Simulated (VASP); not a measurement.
# Te (R-3m) in VASP: a series of runs

The runs below take Te through single point, with LDA.

Program: VASP 6.6.1. These are calculated values, not measurements. Logs are shortened: lines on timing, memory, paths and dates and some standing lists are left out, and cuts for length are marked.

### Step 1. The cell of the first run

Symmetry: R-3m, No. 166, trigonal system. The conventional cell has a = 4.612 Å, b = 4.612 Å, c = 5.073 Å, α = 90.00°, β = 90.00°, γ = 120.00°. Te (site symmetry -3m) has 6 Te at 3.15 Å within 4.2 Å.

### Step 2. Single point, LDA

INCAR

```
SYSTEM = Te
PREC     = Accurate       ! precision mode
ENCUT    = 500            ! plane-wave cutoff, eV
EDIFF    = 1E-6           ! SCF threshold, eV
ISMEAR   = -1             ! smearing method
SIGMA    = 0.1            ! smearing width, eV
LREAL    = .False.        ! projectors in reciprocal space
LASPH    = .True.         ! aspherical terms in the spheres
NELM     = 120            ! most SCF steps
ALGO     = Normal         ! electronic algorithm
ISIF     = 2              ! what is computed and relaxed
LWAVE    = .False.        ! write WAVECAR
LCHARG   = .False.        ! write CHGCAR
GGA      = CA             ! functional
NBANDS   = 9              ! bands
GGA_COMPAT= .False.
```

KPOINTS

```
regular mesh
0
Gamma
  6 6 6
  0 0 0
```

POSCAR

```
Te
1.0
    3.1541900000      0.0000000000      0.0000000000
   -0.2173209829      3.1466944794      0.0000000000
   -0.2173209829     -0.2328475438      3.1380675850
Te
1
Direct
    0.5000000000      0.5000000000      0.5000000000
```

Potentials or basis: VASP PAW LDA potentials, release 64 (Te).

On the command line:

```console
> cat potpaw_LDA.64/Te/POTCAR > POTCAR
> mpirun -np 1 vasp_std > vasp.out
```

OUTCAR:

```text
SYSTEM = Te
   PREC = Accurate
   ENCUT = 500
   EDIFF = 1E-6
   ISMEAR = -1
   LREAL = .False.
   LASPH = .True.
   NELM = 120
   ISIF = 2
   GGA = CA

 ion  position               nearest neighbor table
   1  0.500  0.500  0.500-

  LATTYP: Found a trigonal (rhomboedric) cell.
 ALAT       =     3.1541900000
 COS(alpha) =    -0.0688991414

  Lattice vectors:

 A1 = (   3.1541900000,   0.0000000000,   0.0000000000)
 A2 = (  -0.2173209829,   3.1466944794,   0.0000000000)
 A3 = (  -0.2173209829,  -0.2328475438,   3.1380675850)

Analysis of symmetry for initial positions (statically):
=====================================================================
 Subroutine PRICEL returns:
 Original cell was already a primitive cell.

 Routine SETGRP: Setting up the symmetry group for a
 trigonal (rhombohedral) supercell.

 Subroutine GETGRP returns: Found 12 space group operations
 (whereof 12 operations were pure point group operations)
 out of a pool of 12 trial point group operations.

The static configuration has the point symmetry D_3d.

Analysis of symmetry for dynamics (positions and initial velocities):
=====================================================================
 Subroutine PRICEL returns:
 Original cell was already a primitive cell.

 Routine SETGRP: Setting up the symmetry group for a
 trigonal (rhombohedral) supercell.

 Subroutine GETGRP returns: Found 12 space group operations
 (whereof 12 operations were pure point group operations)
 out of a pool of 12 trial point group operations.

The dynamic configuration has the point symmetry D_3d.

 Subroutine INISYM returns: Found 12 space group operations
 (whereof 12 operations are pure point group operations),
 and found     1 'primitive' translations

----------------------------------------------------------------------------------------

                                     Primitive cell

  volume of cell :      31.1462

  direct lattice vectors                    reciprocal lattice vectors
     3.154190000  0.000000000  0.000000000     0.317038606  0.021895720  0.023580597
    -0.217320983  3.146694479  0.000000000     0.000000000  0.317793801  0.023580597
    -0.217320983 -0.232847544  3.138067585     0.000000000  0.000000000  0.318667452

  length of vectors
     3.154190000  3.154190000  3.154190000     0.318667452  0.318667452  0.318667452

  position of ions in fractional coordinates (direct lattice)
     0.500000000  0.500000000  0.500000000

  ion indices of the primitive-cell ions
   primitive index   ion index
                 1           1

----------------------------------------------------------------------------------------

 KPOINTS: regular mesh

Automatic generation of k-mesh.
 Grid dimensions read from file:
 generate k-points for:    6    6    6

 Generating k-lattice:

  Cartesian coordinates                     Fractional coordinates (reciprocal lattice)
     0.052839768  0.003649287  0.003930099     0.166666667 -0.000000000  0.000000000
     0.000000000  0.052965634  0.003930099     0.000000000  0.166666667  0.000000000
     0.000000000  0.000000000  0.053111242     0.000000000  0.000000000  0.166666667

  Length of vectors
     0.053111242  0.053111242  0.053111242

  Shift w.r.t. Gamma in fractional coordinates (k-lattice)
     0.000000000  0.000000000  0.000000000

 Subroutine IBZKPT returns following result:
 ===========================================

 Found     32 irreducible k-points:

 Following reciprocal coordinates:
            Coordinates               Weight
  0.000000  0.000000  0.000000      1.000000
  0.166667 -0.000000 -0.000000      6.000000
  0.333333 -0.000000 -0.000000      6.000000
  0.500000  0.000000  0.000000      3.000000
  0.166667  0.166667  0.000000      6.000000
  0.333333  0.166667  0.000000     12.000000
[... 16 lines left out ...]
  0.500000  0.500000  0.166667      6.000000
 -0.333333  0.500000  0.166667     12.000000
 [... further k-points ...]
   k-points           NKPTS =     32   k-points in BZ     NKDIM =     32   number of bands    NBANDS=      9
   number of dos      NEDOS =    301   number of ions     NIONS =      1
   total plane-waves  NPLWV =  13824
   dimension x,y,z NGX =    24 NGY =   24 NGZ =   24
   dimension x,y,z NGXF=    48 NGYF=   48 NGZF=   48
   ions per type =               1
   NGX,Y,Z   is equivalent  to a cutoff of  12.65, 12.65, 12.65 a.u.
   NGXF,Y,Z  is equivalent  to a cutoff of  25.30, 25.30, 25.30 a.u.
 SYSTEM =  Te
   PREC   = accura    normal or accurate (medium, high low for compatibility)
   ISTART =      0    job   : 0-new  1-cont  2-samecut
   ICHARG =      2    charge: 1-file 2-atom 10-const
   ISPIN  =      1    spin polarized calculation?
   LNONCOLLINEAR =      F non collinear calculations
   LSORBIT =      F    spin-orbit coupling
   LASPH  =      T    aspherical Exc in radial PAW
   ENCUT  =  500.0 eV  36.75 Ry    6.06 a.u.   5.75  5.75  5.75*2*pi/ulx,y,z
   NELM   =    120;   NELMIN=  2; NELMDL= -5     # of ELM steps
   EDIFF  = 0.1E-05   stopping-criterion for ELM
   LREAL  =      F    real-space projection
   EDIFFG = 0.1E-04   stopping-criterion for IOM
   NSW    =      0    number of steps for IOM
   IBRION =     -1    ionic relax: 0-MD 1-quasi-New 2-CG
   NFREE  =      0    steps in history (QN), initial steepest desc. (CG)
   ISIF   =      2    stress and relaxation
   ISYM   =      2    0-nonsym 1-usesym 2-fastsym
   POTIM  = 0.5000    time-step for ionic-motion
   TEBEG  =    0.0;   TEEND  =   0.0 temperature during run
   PSTRESS=    0.0 pullay stress
   NELECT =       6.0000    total number of electrons
   NUPDOWN=      -1.0000    fix difference up-down
   EMIN   =  10.00;   EMAX   =-10.00  energy-range for DOS
   EFERMI =   0.00;   METHOD = LEGACY
   ISMEAR =    -1;   SIGMA  =   0.10  broadening in eV -4-tet -1-fermi 0-gaus
   EFERMI_NEDOS =   21; number of points for ismear=-14 and -15
   IALGO  =     38    algorithm
   IMIX   =      4    mixing-type and parameters
     AMIX     =   0.40;   BMIX     =  1.00
     AMIX_MAG =   1.60;   BMIX_MAG =  1.00
  volume/ion in A,a.u.               =      31.15       210.18
  Fermi-wavevector in a.u.,A,eV,Ry     =   0.945490  1.786717 12.162950  0.893952
  Thomas-Fermi vector in A             =   2.073397
   LORBIT       =      0    0 simple, 1 ext, 2 COOP (PROOUT), +10 PAW based schemes
   GGA     = CA    functional components
   LHFCALC =     F    Hartree Fock is set to
   AEXX    =    0.0000 exact exchange contribution
   IVDW    =     0    specifies the selected vdW correction
   LEPSILON=     F    determine dielectric tensor
   LRPA    =     F    only Hartree local field effects (RPA)
 non-spin polarized calculation
  energy-cutoff  :      500.00
  volume of cell :       31.15
 maximum number of plane-waves:       810
   NGX = 11   NGY = 11   NGZ = 11

 number of electron       5.9999999 magnetization

 Free energy of the ion-electron system (eV)
  ---------------------------------------------------
  ext. energy  EPLUGINS =         0.00000000
  ---------------------------------------------------
  free energy    TOTEN  =        -3.68025567 eV

  energy without entropy =       -3.64972658  energy(sigma->0) =       -3.66499113

 E-fermi :   6.8918     XC(G=0):  -9.7138

 val. band max:        6.8478165828   @ k =  -0.3333   0.1667   0.1667
 cond. band min:       6.9305479434   @ k =  -0.3333   0.1667   0.1667
 fundamental gap:      0.0827313606
 Fermi energy:         6.8918428259

 k-point     1 :       0.0000    0.0000    0.0000
  band No.  band energies     occupation
      1      -7.0598      2.00000
      2       7.8781      0.00010
      3       8.3448      0.00000
      4       8.3448      0.00000
      5      13.0125      0.00000
      6      13.0125      0.00000
      7      13.5063      0.00000
      8      23.7258      0.00000
      9      23.8012      0.00000

 k-point     2 :       0.1667   -0.0000   -0.0000
  band No.  band energies     occupation
      1      -6.7190      2.00000
      2       5.4272      2.00000
      3       8.3187      0.00000
      4       8.6227      0.00000
      5      13.3297      0.00000
      6      13.7081      0.00000
      7      16.5292      0.00000
      8      20.5041      0.00000
      9      20.6058      0.00000

 k-point     3 :       0.3333   -0.0000   -0.0000
  band No.  band energies     occupation
      1      -5.8362      2.00000
      2       2.1238      2.00000
      3       8.9611      0.00000
      4       9.2808      0.00000
      5      14.1271      0.00000
      6      14.8278      0.00000
      7      17.6558      0.00000
      8      18.3107      0.00000
      9      20.0290      0.00000

 k-point     4 :       0.5000    0.0000    0.0000
  band No.  band energies     occupation
      1      -5.1948      2.00000
      2       0.6248      2.00000
      3       9.3612      0.00000
      4       9.6903      0.00000
      5      14.6116      0.00000
      6      15.9040      0.00000
      7      16.8374      0.00000
      8      18.0113      0.00000
      9      18.1993      0.00000

 k-point     5 :       0.1667    0.1667    0.0000
  band No.  band energies     occupation
      1      -6.3434      2.00000
      2       5.5084      2.00000
      3       5.5940      2.00000
      4       8.7493      0.00000
      5      13.9250      0.00000
      6      16.9322      0.00000
      7      17.0333      0.00000
      8      19.7159      0.00000
      9      20.9352      0.00000

 k-point     6 :       0.3333    0.1667    0.0000
  band No.  band energies     occupation
      1      -5.4446      2.00000
      2       2.3105      2.00000
      3       6.2429      1.99696
      4       9.3996      0.00000
      5      14.7229      0.00000
      6      15.5505      0.00000
      7      18.3905      0.00000
      8      18.6569      0.00000
      9      20.1502      0.00000
[... 169 lines left out ...]
 k-point    21 :      -0.3333    0.3333    0.1667
  band No.  band energies     occupation
      1      -4.3506      2.00000
      2       3.5869      2.00000
      3       3.9511      2.00000
      4       7.5348      0.00322
      5      11.3572      0.00000
      6      15.0034      0.00000
      7      17.2108      0.00000
      8      19.2624      0.00000
      9      21.6878      0.00000

 k-point    22 :      -0.1667    0.3333    0.1667
  band No.  band energies     occupation
      1      -5.1892      2.00000
      2       2.7380      2.00000
      3       6.6463      1.84197
      4       7.3765      0.01558
      5      14.1955      0.00000
      6      16.0787      0.00000
      7      17.2711      0.00000
      8      17.7651      0.00000
      9      19.4189      0.00000

 k-point    23 :       0.5000    0.5000    0.1667
  band No.  band energies     occupation
      1      -2.9784      2.00000
      2       2.2647      2.00000
      3       2.9856      2.00000
      4       8.5159      0.00000
      5       9.2504      0.00000
      6      15.1136      0.00000
      7      15.6995      0.00000
      8      19.5112      0.00000
      9      20.4061      0.00000

 k-point    24 :      -0.3333    0.5000    0.1667
  band No.  band energies     occupation
      1      -3.6744      2.00000
      2       2.0124      2.00000
      3       4.2242      2.00000
      4       8.2664      0.00000
      5      10.7613      0.00000
      6      15.0610      0.00000
      7      16.1631      0.00000
      8      19.3631      0.00000
      9      19.8231      0.00000

 [... further k-points ...]
[... 5 lines left out ...]
  --------------------------------------------------------------------------------------
  -------------------------------------------------------------------------------------
  Total       -0.2868180     -0.2824691     -0.2770776      0.0314849      0.0363302      0.0339076
  in kB      -14.7540827    -14.5303731    -14.2530330      1.6195996      1.8688447      1.7442278
  external PRESSURE =     -14.5124963 kB  Pullay stress =       0.0000000 kB

 VOLUME and BASIS-vectors are now :
 -----------------------------------------------------------------------------
  energy-cutoff  :      500.00
  volume of cell :       31.15
      direct lattice vectors                 reciprocal lattice vectors
     3.154190000  0.000000000  0.000000000     0.317038606  0.021895720  0.023580597
    -0.217320983  3.146694479  0.000000000     0.000000000  0.317793801  0.023580597
    -0.217320983 -0.232847544  3.138067585     0.000000000  0.000000000  0.318667452

 POSITION                                       TOTAL-FORCE (eV/Angst)
 -----------------------------------------------------------------------------------
      1.35977      1.45692      1.56903        -0.000000     -0.000000      0.000000
 -----------------------------------------------------------------------------------
    total drift:                                0.000000     -0.000000     -0.000000

  FREE ENERGIE OF THE ION-ELECTRON SYSTEM (eV)
  ---------------------------------------------------
  free  energy   TOTEN  =        -3.6802556731 eV

  energy  without entropy=       -3.6497265803  energy(sigma->0) =       -3.66499113
```

It took 4 s on 1 thread of Intel Xeon Platinum 8559C (Emerald Rapids), shared host; peak memory 0.12 GiB.

What came out:

```
Free energy            : -3.6803 eV
Pressure               : -1.5 GPa
Band gap on the k mesh : zero (band 3 reaches 9.36 eV, above the bottom of band 4 at 4.46 eV)
```

Levels at points of the mesh, in eV from the Fermi level:
```tsv
k point	band 1	band 2	band 3	band 4	band 5	band 6	band 7	band 8
(0.00, 0.00, 0.00)	-13.95	0.99	1.45	1.45	6.12	6.12	6.61	16.83
(0.50, 0.00, 0.00)	-12.09	-6.27	2.47	2.80	7.72	9.01	9.95	11.12
(0.50, 0.50, 0.00)	-10.21	-4.94	-4.20	1.98	3.95	10.47	12.20	12.26
(0.50, 0.50, 0.50)	-8.26	-3.38	-3.38	-2.43	3.94	3.94	5.40	7.11
```

Caveat: spin-orbit coupling is left out, which moves the levels of the heavy elements.

[end of part 1 of 2]
